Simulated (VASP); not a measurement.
# ZrC in VASP: further runs, part 2 of 3

VASP 6.6.1.

### 3 Electric field gradients, PBEsol

INCAR

```
  PREC = Accurate
  ENCUT = 520
  EDIFF = 1E-8
  ISMEAR = -1
  SIGMA = 0.05
  LREAL = F
  LASPH = T
  NELM = 60
  ALGO = Normal
  ISIF = 2
  LWAVE = F
  LCHARG = F
  GGA = PS
  LEFG = T
  NBANDS = 15
```

KPOINTS

```
regular mesh
0
Gamma
  15 15 15
```

POSCAR

```
ZrC
1.0
    0.0000000000      2.3502100000      2.3502100000
    2.3502100000      0.0000000000      2.3502100000
    2.3502100000      2.3502100000      0.0000000000
Zr C
1 1
Direct
    0.5000000000      0.5000000000      0.5000000000
    0.0000000000      0.0000000000      0.0000000000
```

Potentials or basis: VASP PAW PBE potentials, release 64 (Zr_sv, C).

Run with:

```sh
$ cat potpaw_PBE.64/Zr_sv/POTCAR potpaw_PBE.64/C/POTCAR > POTCAR
$ mpirun -np 1 vasp_std > vasp.out
```

OUTCAR:

```text
PREC = Accurate
   ENCUT = 520
   EDIFF = 1E-8
   ISMEAR = -1
   LREAL = F
   LASPH = T
   NELM = 60
   ISIF = 2
   GGA = PS

 ion  position               nearest neighbor table
   1  0.500  0.500  0.500-   2 2.35   2 2.35   2 2.35   2 2.35   2 2.35   2 2.35
   2  0.000  0.000  0.000-   1 2.35   1 2.35   1 2.35   1 2.35   1 2.35   1 2.35

  LATTYP: Found a face centered cubic cell.
 ALAT       =     4.7004200000

  Lattice vectors:

 A1 = (   0.0000000000,   2.3502100000,   2.3502100000)
 A2 = (   2.3502100000,   0.0000000000,   2.3502100000)
 A3 = (   2.3502100000,   2.3502100000,   0.0000000000)

Analysis of symmetry for initial positions (statically):
=====================================================================
 Subroutine PRICEL returns:
 Original cell was already a primitive cell.

 Routine SETGRP: Setting up the symmetry group for a
 face centered cubic supercell.

 Subroutine GETGRP returns: Found 48 space group operations
 (whereof 48 operations were pure point group operations)
 out of a pool of 48 trial point group operations.

The static configuration has the point symmetry O_h .

Analysis of symmetry for dynamics (positions and initial velocities):
=====================================================================
 Subroutine PRICEL returns:
 Original cell was already a primitive cell.

 Routine SETGRP: Setting up the symmetry group for a
 face centered cubic supercell.

 Subroutine GETGRP returns: Found 48 space group operations
 (whereof 48 operations were pure point group operations)
 out of a pool of 48 trial point group operations.

The dynamic configuration has the point symmetry O_h .

 Subroutine INISYM returns: Found 48 space group operations
 (whereof 48 operations are pure point group operations),
 and found     1 'primitive' translations

----------------------------------------------------------------------------------------

                                     Primitive cell

  volume of cell :      25.9627

  direct lattice vectors                    reciprocal lattice vectors
     0.000000000  2.350210000  2.350210000    -0.212746946  0.212746946  0.212746946
     2.350210000  0.000000000  2.350210000     0.212746946 -0.212746946  0.212746946
     2.350210000  2.350210000  0.000000000     0.212746946  0.212746946 -0.212746946

  length of vectors
     3.323698856  3.323698856  3.323698856     0.368488520  0.368488520  0.368488520

  position of ions in fractional coordinates (direct lattice)
     0.500000000  0.500000000  0.500000000
     0.000000000  0.000000000  0.000000000

  ion indices of the primitive-cell ions
   primitive index   ion index
                 1           1
                 2           2

----------------------------------------------------------------------------------------

 KPOINTS: regular mesh

Automatic generation of k-mesh.
 Grid dimensions read from file:
 generate k-points for:   15   15   15

 Generating k-lattice:

  Cartesian coordinates                     Fractional coordinates (reciprocal lattice)
[... 81 lines left out ...]
  volume/ion in A,a.u.               =      12.98        87.60
  Fermi-wavevector in a.u.,A,eV,Ry     =   1.393151  2.632673 26.407131  1.940869
  Thomas-Fermi vector in A             =   2.516825
   LORBIT       =      0    0 simple, 1 ext, 2 COOP (PROOUT), +10 PAW based schemes
   GGA     = PS    functional components
   LHFCALC =     F    Hartree Fock is set to
   AEXX    =    0.0000 exact exchange contribution
   IVDW    =     0    specifies the selected vdW correction
   LEPSILON=     F    determine dielectric tensor
   LRPA    =     F    only Hartree local field effects (RPA)
 non-spin polarized calculation
  energy-cutoff  :      520.00
  volume of cell :       25.96
 maximum number of plane-waves:       725
 NGX is ok and might be reduce to    28
   NGX = 13   NGY = 13   NGZ = 13

 number of electron      16.0000000 magnetization

 Free energy of the ion-electron system (eV)
  ---------------------------------------------------
  ext. energy  EPLUGINS =         0.00000000
  ---------------------------------------------------
  free energy    TOTEN  =       -20.56814593 eV

  energy without entropy =      -20.56559839  energy(sigma->0) =      -20.56687216

 E-fermi :   9.4792     XC(G=0): -12.2799

 val. band max:        9.4638987831   @ k =   0.3333   0.2667   0.0000
 cond. band min:       9.4968019758   @ k =   0.4000   0.3333   0.0000
 fundamental gap:      0.0329031927
 Fermi energy:         9.4791753203

 k-point     1 :       0.0000    0.0000    0.0000
  band No.  band energies     occupation
      1     -38.4811      2.00000
      2     -16.2222      2.00000
      3     -16.2222      2.00000
      4     -16.2222      2.00000
      5      -1.7892      2.00000
      6      10.4438      0.00000
      7      10.4438      0.00000
      8      10.4438      0.00000
      9      10.5497      0.00000
     10      10.5497      0.00000
     11      10.5497      0.00000
     12      12.2983      0.00000
     13      12.2983      0.00000
     14      16.7850      0.00000
[... 401 lines left out ...]
      2     -16.4690      2.00000
      3     -16.2939      2.00000
      4     -16.2846      2.00000
      5      -0.9981      2.00000
      6       7.1491      2.00000
      7       8.7818      2.00000
      8       9.0432      1.99967
      9      10.0312      0.00003
     10      12.4248      0.00000
     11      12.8314      0.00000
     12      13.4663      0.00000
     13      15.3764      0.00000
     14      18.8700      0.00000
     15      22.0556      0.00000

 [... further k-points ...]

------------------------ aborting loop because EDIFF is reached ----------------------------------------

  FORCE on cell =-STRESS in cart. coord.  units (eV):
  Direction    XX          YY          ZZ          XY          YZ          ZX
  --------------------------------------------------------------------------------------
  -------------------------------------------------------------------------------------
  Total       -0.6846371     -0.6846371     -0.6846371      0.0000000      0.0000000     -0.0000000
  in kB      -42.2494441    -42.2494441    -42.2494441      0.0000000      0.0000000     -0.0000000
  external PRESSURE =     -42.2494441 kB  Pullay stress =       0.0000000 kB

 VOLUME and BASIS-vectors are now :
 -----------------------------------------------------------------------------
  energy-cutoff  :      520.00
  volume of cell :       25.96
      direct lattice vectors                 reciprocal lattice vectors
     0.000000000  2.350210000  2.350210000    -0.212746946  0.212746946  0.212746946
     2.350210000  0.000000000  2.350210000     0.212746946 -0.212746946  0.212746946
     2.350210000  2.350210000  0.000000000     0.212746946  0.212746946 -0.212746946

 POSITION                                       TOTAL-FORCE (eV/Angst)
 -----------------------------------------------------------------------------------
      2.35021      2.35021      2.35021        -0.000000      0.000000     -0.000000
      0.00000      0.00000      0.00000         0.000000     -0.000000      0.000000
 -----------------------------------------------------------------------------------
    total drift:                                0.000000      0.000000      0.000000

  FREE ENERGIE OF THE ION-ELECTRON SYSTEM (eV)
  ---------------------------------------------------
  free  energy   TOTEN  =       -20.5681459325 eV

  energy  without entropy=      -20.5655983937  energy(sigma->0) =      -20.56687216

 Electric field gradients (V/A^2)
---------------------------------------------------------------------
 ion       V_xx      V_yy      V_zz      V_xy      V_xz      V_yz
---------------------------------------------------------------------
   1       0.000     0.000    -0.000    -0.000    -0.000    -0.000
   2       0.000    -0.000     0.000    -0.000    -0.000    -0.000
---------------------------------------------------------------------

 Electric field gradients after diagonalization (V/A^2)
 (convention: |V_zz| > |V_xx| > |V_yy|)
----------------------------------------------------------------------
 ion       V_xx      V_yy      V_zz     asymmetry (V_yy - V_xx)/ V_zz
----------------------------------------------------------------------
   1       0.000     0.000    -0.000       0.000
   2       0.000     0.000    -0.000       0.000
----------------------------------------------------------------------

           NMR quadrupolar parameters

 Cq : quadrupolar parameter    Cq=e*Q*V_zz/h
 eta: asymmetry parameters     (V_yy - V_xx)/ V_zz
 Q  : nuclear electric quadrupole moment in mb (millibarn)
----------------------------------------------------------------------
 ion       Cq(MHz)       eta       Q (mb)
----------------------------------------------------------------------
   1      -0.000       0.000       1.000
   2      -0.000       0.000       1.000
----------------------------------------------------------------------
```

OSZICAR:

```text
N       E                     dE             d eps       ncg     rms          rms(c)
DAV:   1     0.989024587579E+02    0.98902E+02   -0.86253E+03  3608   0.108E+03
DAV:   2    -0.176063731845E+02   -0.11651E+03   -0.10895E+03  4517   0.287E+02
DAV:   3    -0.236669768045E+02   -0.60606E+01   -0.60217E+01  5906   0.551E+01
DAV:   4    -0.237988362590E+02   -0.13186E+00   -0.13176E+00  4431   0.610E+00
DAV:   5    -0.238005925796E+02   -0.17563E-02   -0.17563E-02  4742   0.583E-01    0.208E+01
DAV:   6    -0.206983903962E+02    0.31022E+01   -0.56605E+00  4255   0.217E+01    0.759E+00
DAV:   7    -0.205932652664E+02    0.10513E+00   -0.56420E-01  4130   0.559E+00    0.638E+00
DAV:   8    -0.205984180905E+02   -0.51528E-02   -0.30993E-01  4393   0.411E+00    0.435E+00
DAV:   9    -0.205686136078E+02    0.29804E-01   -0.52810E-02  3999   0.159E+00    0.628E-01
DAV:  10    -0.205681642753E+02    0.44933E-03   -0.43639E-03  4657   0.575E-01    0.116E-01
DAV:  11    -0.205681517117E+02    0.12564E-04   -0.17881E-04  4069   0.132E-01    0.468E-02
DAV:  12    -0.205681465466E+02    0.51651E-05   -0.43360E-06  4565   0.175E-02    0.919E-03
DAV:  13    -0.205681460065E+02    0.54015E-06   -0.13383E-06  4428   0.724E-03    0.283E-03
DAV:  14    -0.205681459355E+02    0.71012E-07   -0.68708E-08  4216   0.171E-03    0.606E-04
DAV:  15    -0.205681459325E+02    0.29643E-08   -0.39409E-09  3095   0.483E-04
   1 F= -.20568146E+02 E0= -.20566872E+02  d E =-.254754E-02
```

stdout:

```text
POSCAR found type information on POSCAR ZrC
 POSCAR found :  2 types and       2 ions
 scaLAPACK will be used
 -----------------------------------------------------------------------------
|                                                                             |
|                                                                             |
|     You enforced a specific xc type in the INCAR file but a different       |
|     I HOPE YOU KNOW WHAT YOU ARE DOING!                                     |
|                                                                             |
 -----------------------------------------------------------------------------

 LDA part: xc-table for (Slater+PW92), standard interpolation
 POSCAR, INCAR and KPOINTS ok, starting setup
 FFT: planning ... GRIDC
 FFT: planning ... GRID_SOFT
 FFT: planning ... GRID
 WAVECAR not read
 entering main loop
ion   1

ion   2
```

It took 40 s on 1 thread of AMD EPYC 9R14 (Zen 4), shared host; peak memory 0.16 GiB.

Results:

* Free energy: -20.5681 eV
* Pressure: -4.2 GPa
* Band gap on the k mesh: zero (band 8 reaches 10.44 eV, above the bottom of band 9 at 9.13 eV)

Caveat: without QUAD_EFG the Cq values of the log hold for a quadrupole moment of 1 mb, not for the nuclei; the PAW data sets were made with another functional, which shifts forces and pressure a little.

### 4 Density of states, PBEsol

POSCAR is that of step 3.

INCAR.step1

```
PREC = Accurate ; ENCUT = 520
EDIFF = 1E-6 ; ISMEAR = -1
SIGMA = 0.05 ; LREAL = F
LASPH = T ; NELM = 100
ALGO = Normal ; ISIF = 2
LWAVE = F ; LCHARG = T
LMAXMIX = 4 ; GGA = PS
NBANDS = 15
```

KPOINTS.step1

```
regular mesh
0
Gamma
  15 15 15
```

INCAR.step2

```
PREC = Accurate ; ENCUT = 520
EDIFF = 1E-6 ; ISMEAR = -5
SIGMA = 0.05 ; LREAL = F
LASPH = T ; NELM = 100
ALGO = Normal ; ISIF = 2
LWAVE = F ; LCHARG = F
LMAXMIX = 4 ; GGA = PS
LORBIT = 10 ; NBANDS = 15
NEDOS = 2001 ; ICHARG = 11
```

KPOINTS.step2

```
regular mesh
0
Gamma
  23 23 23
```

Run with:

```sh
$ cat potpaw_PBE.64/Zr_sv/POTCAR potpaw_PBE.64/C/POTCAR > POTCAR
$ cp INCAR.step1 INCAR
$ cp KPOINTS.step1 KPOINTS
$ mpirun -np 1 vasp_std > vasp.out
$ cp INCAR.step2 INCAR
$ cp KPOINTS.step2 KPOINTS
$ mpirun -np 1 vasp_std > vasp.out
```

Wall time 1.7 min (1 thread of AMD EPYC 9R14 (Zen 4), shared host); peak memory 0.23 GiB.

It converged, with:

```
Valence electrons inside the program's atomic spheres : Zr 9.86; C 2.34
```

Levels at points of the mesh, in eV from the Fermi level:
```
           k point  band 6  band 7  band 8  band 9  band 10  band 11
(0.00, 0.00, 0.00)    0.93    0.93    0.93    1.04     1.04     1.04
```

Caveat: the PAW data sets were made with another functional, which shifts forces and pressure a little; tetrahedron occupations give inexact forces and stress in metals.

[end of part 2 of 3]
